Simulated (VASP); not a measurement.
# Rh (Fm-3m) in VASP: notebook

Runs on Rh. Level: r2SCAN. Tasks: single point.

Program: VASP 6.6.1. These are calculated values, not measurements. Logs are shortened: lines on timing, memory, paths and dates and some standing lists are left out, and cuts for length are marked.

### 1 The cell of the first run

It takes space group Fm-3m (No. 225, cubic). The conventional cell has a = 3.796 Å, b = 3.796 Å, c = 3.796 Å, α = 90.00°, β = 90.00°, γ = 90.00°. Within 3.5 Å of Rh (site symmetry m-3m) lie 12 Rh at 2.68 Å.

### 2 Single point, r2SCAN

Contents of POSCAR:

```
Rh
1.0
    0.0000000000      1.8978500000      1.8978500000
    1.8978500000      0.0000000000      1.8978500000
    1.8978500000      1.8978500000      0.0000000000
Rh
1
Direct
    0.0000000000      0.0000000000      0.0000000000
```

Contents of INCAR.step1:

```
PREC = Accurate
ENCUT = 580
ISMEAR = 0
SIGMA = 0.1
LREAL = False
LASPH = True
NELM = 120
NBANDS = 14
GGA = PE
ALGO = Normal
EDIFF = 1E-5
LWAVE = True
LCHARG = False
GGA_COMPAT = False
```

Contents of INCAR.step2:

```
PREC = Accurate
ENCUT = 580
EDIFF = 1E-6
ISMEAR = 0
SIGMA = 0.1
LREAL = False
LASPH = True
NELM = 120
ALGO = Normal
ISIF = 2
LWAVE = False
LCHARG = False
METAGGA = R2SCAN
LMIXTAU = True
NBANDS = 14
ISTART = 1
GGA_COMPAT = False
```

Contents of KPOINTS:

```
regular mesh
0
Gamma
  8 8 8
```

Potentials or basis: VASP PAW PBE potentials, release 64 (Rh_sv_GW).

Command:

```sh
$ cat potpaw_PBE.64/Rh_sv_GW/POTCAR > POTCAR
$ cp INCAR.step1 INCAR
$ mpirun -np 1 vasp_std > vasp.out
$ cp INCAR.step2 INCAR
$ mpirun -np 1 vasp_std > vasp.out
```

OUTCAR:

```text
PREC = Accurate
   ENCUT = 580
   EDIFF = 1E-6
   ISMEAR = 0
   LREAL = False
   LASPH = True
   NELM = 120
   ISIF = 2
   METAGGA = R2SCAN
   ISTART = 1

 ion  position               nearest neighbor table
   1  0.000  0.000  0.000-

  LATTYP: Found a face centered cubic cell.
 ALAT       =     3.7957000000

  Lattice vectors:

 A1 = (   0.0000000000,   1.8978500000,   1.8978500000)
 A2 = (   1.8978500000,   0.0000000000,   1.8978500000)
 A3 = (   1.8978500000,   1.8978500000,   0.0000000000)

Analysis of symmetry for initial positions (statically):
=====================================================================
 Subroutine PRICEL returns:
 Original cell was already a primitive cell.

 Routine SETGRP: Setting up the symmetry group for a
 face centered cubic supercell.

 Subroutine GETGRP returns: Found 48 space group operations
 (whereof 48 operations were pure point group operations)
 out of a pool of 48 trial point group operations.

The static configuration has the point symmetry O_h .

Analysis of symmetry for dynamics (positions and initial velocities):
=====================================================================
 Subroutine PRICEL returns:
 Original cell was already a primitive cell.

 Routine SETGRP: Setting up the symmetry group for a
 face centered cubic supercell.

 Subroutine GETGRP returns: Found 48 space group operations
 (whereof 48 operations were pure point group operations)
 out of a pool of 48 trial point group operations.

The dynamic configuration has the point symmetry O_h .

 Subroutine INISYM returns: Found 48 space group operations
 (whereof 48 operations are pure point group operations),
 and found     1 'primitive' translations

----------------------------------------------------------------------------------------

                                     Primitive cell

  volume of cell :      13.6715

  direct lattice vectors                    reciprocal lattice vectors
     0.000000000  1.897850000  1.897850000    -0.263456016  0.263456016  0.263456016
     1.897850000  0.000000000  1.897850000     0.263456016 -0.263456016  0.263456016
     1.897850000  1.897850000  0.000000000     0.263456016  0.263456016 -0.263456016

  length of vectors
     2.683965209  2.683965209  2.683965209     0.456319205  0.456319205  0.456319205

  position of ions in fractional coordinates (direct lattice)
     0.000000000  0.000000000  0.000000000

  ion indices of the primitive-cell ions
   primitive index   ion index
                 1           1

----------------------------------------------------------------------------------------

 KPOINTS: regular mesh

Automatic generation of k-mesh.
 Grid dimensions read from file:
 generate k-points for:    8    8    8

 Generating k-lattice:

  Cartesian coordinates                     Fractional coordinates (reciprocal lattice)
    -0.032932002  0.032932002  0.032932002     0.125000000  0.000000000  0.000000000
     0.032932002 -0.032932002  0.032932002     0.000000000  0.125000000  0.000000000
     0.032932002  0.032932002 -0.032932002     0.000000000  0.000000000  0.125000000

  Length of vectors
     0.057039901  0.057039901  0.057039901

  Shift w.r.t. Gamma in fractional coordinates (k-lattice)
     0.000000000  0.000000000  0.000000000

 Subroutine IBZKPT returns following result:
 ===========================================

 Found     29 irreducible k-points:

 Following reciprocal coordinates:
            Coordinates               Weight
  0.000000  0.000000  0.000000      1.000000
  0.125000  0.000000  0.000000      8.000000
  0.250000  0.000000  0.000000      8.000000
  0.375000  0.000000  0.000000      8.000000
  0.500000  0.000000  0.000000      4.000000
  0.125000  0.125000  0.000000      6.000000
[... 16 lines left out ...]
  0.500000  0.250000  0.125000     48.000000
 -0.375000  0.250000  0.125000     24.000000
 [... further k-points ...]
   k-points           NKPTS =     29   k-points in BZ     NKDIM =     29   number of bands    NBANDS=     14
   number of dos      NEDOS =    301   number of ions     NIONS =      1
   total plane-waves  NPLWV =  13824
   dimension x,y,z NGX =    24 NGY =   24 NGZ =   24
   dimension x,y,z NGXF=    48 NGYF=   48 NGZF=   48
   ions per type =               1
   NGX,Y,Z   is equivalent  to a cutoff of  14.87, 14.87, 14.87 a.u.
   NGXF,Y,Z  is equivalent  to a cutoff of  29.73, 29.73, 29.73 a.u.
 SYSTEM =  unknown system
   PREC   = accura    normal or accurate (medium, high low for compatibility)
   ISTART =      1    job   : 0-new  1-cont  2-samecut
   ICHARG =      0    charge: 1-file 2-atom 10-const
   ISPIN  =      1    spin polarized calculation?
   LNONCOLLINEAR =      F non collinear calculations
   LSORBIT =      F    spin-orbit coupling
   LASPH  =      T    aspherical Exc in radial PAW
   ENCUT  =  580.0 eV  42.63 Ry    6.53 a.u.   5.27  5.27  5.27*2*pi/ulx,y,z
   NELM   =    120;   NELMIN=  2; NELMDL=  0     # of ELM steps
   EDIFF  = 0.1E-05   stopping-criterion for ELM
   LREAL  =      F    real-space projection
   EDIFFG = 0.1E-04   stopping-criterion for IOM
   NSW    =      0    number of steps for IOM
   IBRION =     -1    ionic relax: 0-MD 1-quasi-New 2-CG
   NFREE  =      0    steps in history (QN), initial steepest desc. (CG)
   ISIF   =      2    stress and relaxation
   ISYM   =      2    0-nonsym 1-usesym 2-fastsym
   POTIM  = 0.5000    time-step for ionic-motion
   TEBEG  =    0.0;   TEEND  =   0.0 temperature during run
   PSTRESS=    0.0 pullay stress
   NELECT =      17.0000    total number of electrons
   NUPDOWN=      -1.0000    fix difference up-down
   EMIN   =  10.00;   EMAX   =-10.00  energy-range for DOS
   EFERMI =   0.00;   METHOD = LEGACY
   ISMEAR =     0;   SIGMA  =   0.10  broadening in eV -4-tet -1-fermi 0-gaus
   EFERMI_NEDOS =   21; number of points for ismear=-14 and -15
   IALGO  =     38    algorithm
   IMIX   =      4    mixing-type and parameters
     AMIX     =   0.40;   BMIX     =  1.00
     AMIX_MAG =   1.60;   BMIX_MAG =  1.00
  volume/ion in A,a.u.               =      13.67        92.26
  Fermi-wavevector in a.u.,A,eV,Ry     =   1.760432  3.326734 42.166099  3.099121
  Thomas-Fermi vector in A             =   2.829199
   LORBIT       =      0    0 simple, 1 ext, 2 COOP (PROOUT), +10 PAW based schemes
   METAGGA = R2SCAN    functional components
   LHFCALC =     F    Hartree Fock is set to
   AEXX    =    0.0000 exact exchange contribution
   IVDW    =     0    specifies the selected vdW correction
   LEPSILON=     F    determine dielectric tensor
   LRPA    =     F    only Hartree local field effects (RPA)
 non-spin polarized calculation
 Gauss-broadening in eV      SIGMA  =   0.10
  energy-cutoff  :      580.00
  volume of cell :       13.67
 maximum number of plane-waves:       445
 NGX is ok and might be reduce to    24
   NGX = 11   NGY = 11   NGZ = 11

 number of electron      17.0000001 magnetization

 Free energy of the ion-electron system (eV)
  ---------------------------------------------------
  ext. energy  EPLUGINS =         0.00000000
  ---------------------------------------------------
  free energy    TOTEN  =       -23.25715943 eV

  energy without entropy =      -23.24954994  energy(sigma->0) =      -23.25335469

 E-fermi :  10.8265     XC(G=0): -15.3038

 val. band max:       10.8072574516   @ k =  -0.3750   0.2500   0.0000
 cond. band min:      10.8799493813   @ k =   0.3750   0.0000   0.0000
 fundamental gap:      0.0726919298
 Fermi energy:        10.8264939321

 k-point     1 :       0.0000    0.0000    0.0000
  band No.  band energies     occupation
      1     -70.3660      2.00000
      2     -36.9901      2.00000
      3     -36.9901      2.00000
      4     -36.9901      2.00000
      5       2.6004      2.00000
      6       7.6152      2.00000
      7       7.6152      2.00000
      8       7.6152      2.00000
      9       9.7244      2.00000
     10       9.7244      2.00000
     11      27.2316      0.00000
     12      32.9235      0.00000
     13      32.9235      0.00000
     14      32.9235      0.00000

 k-point     2 :       0.1250    0.0000    0.0000
  band No.  band energies     occupation
      1     -70.3477      2.00000
      2     -37.1108      2.00000
      3     -37.0067      2.00000
      4     -37.0067      2.00000
      5       3.2295      2.00000
      6       7.3681      2.00000
      7       7.8383      2.00000
      8       7.8383      2.00000
      9       9.6224      2.00000
     10       9.6224      2.00000
     11      28.0825      0.00000
     12      30.4421      0.00000
     13      33.8546      0.00000
     14      33.8546      0.00000

 k-point     3 :       0.2500    0.0000    0.0000
  band No.  band energies     occupation
      1     -70.3033      2.00000
      2     -37.3959      2.00000
      3     -37.0457      2.00000
      4     -37.0457      2.00000
      5       4.4391      2.00000
      6       7.5089      2.00000
      7       7.9720      2.00000
      8       7.9720      2.00000
      9       9.9180      2.00000
     10       9.9180      2.00000
     11      26.6266      0.00000
     12      28.9277      0.00000
     13      36.1147      0.00000
     14      36.1147      0.00000
[... 324 lines left out ...]
 k-point    23 :       0.5000    0.2500    0.1250
  band No.  band energies     occupation
      1     -70.2341      2.00000
      2     -37.6150      2.00000
      3     -37.2822      2.00000
      4     -37.1424      2.00000
      5       5.6788      2.00000
      6       6.7231      2.00000
      7       7.3165      2.00000
      8       8.9997      2.00000
      9      10.6808      1.96063
     10      14.1476      0.00000
     11      23.0689      0.00000
     12      27.4042      0.00000
     13      29.3007      0.00000
     14      34.0150      0.00000

 k-point    24 :      -0.3750    0.2500    0.1250
  band No.  band energies     occupation
      1     -70.2192      2.00000
      2     -37.6797      2.00000
      3     -37.3097      2.00000
      4     -37.1673      2.00000
      5       5.5998      2.00000
      6       6.4665      2.00000
      7       8.0594      2.00000
      8       8.6885      2.00000
      9      11.2102      0.00000
     10      16.5526      0.00000
     11      19.7480      0.00000
     12      27.5585      0.00000
     13      28.4206      0.00000
     14      32.7684      0.00000

 [... further k-points ...]

------------------------ aborting loop because EDIFF is reached ----------------------------------------

  FORCE on cell =-STRESS in cart. coord.  units (eV):
  Direction    XX          YY          ZZ          XY          YZ          ZX
  --------------------------------------------------------------------------------------
  -------------------------------------------------------------------------------------
  Total        0.0073165      0.0073165      0.0073165      0.0000000      0.0000000      0.0000000
  in kB        0.8574309      0.8574309      0.8574309      0.0000000      0.0000000      0.0000000
  external PRESSURE =       0.8574309 kB  Pullay stress =       0.0000000 kB

 VOLUME and BASIS-vectors are now :
 -----------------------------------------------------------------------------
  energy-cutoff  :      580.00
  volume of cell :       13.67
      direct lattice vectors                 reciprocal lattice vectors
     0.000000000  1.897850000  1.897850000    -0.263456016  0.263456016  0.263456016
     1.897850000  0.000000000  1.897850000     0.263456016 -0.263456016  0.263456016
     1.897850000  1.897850000  0.000000000     0.263456016  0.263456016 -0.263456016

 POSITION                                       TOTAL-FORCE (eV/Angst)
 -----------------------------------------------------------------------------------
      0.00000      0.00000      0.00000         0.000000      0.000000      0.000000
 -----------------------------------------------------------------------------------
    total drift:                                0.000000      0.000000      0.000000

  FREE ENERGIE OF THE ION-ELECTRON SYSTEM (eV)
  ---------------------------------------------------
  free  energy   TOTEN  =       -23.2571594302 eV

  energy  without entropy=      -23.2495499421  energy(sigma->0) =      -23.25335469
```

Run time: 29 s. Hardware: 1 thread of Intel Xeon Platinum 8488C (Sapphire Rapids), shared host; peak memory 0.15 GiB.

Results:

| Quantity | Value |
| --- | --- |
| Free energy | -23.2572 eV |
| Pressure | 0.1 GPa |

Caveat: the PAW data sets were made with another functional, which shifts forces and pressure a little.

[end of part 1 of 2]
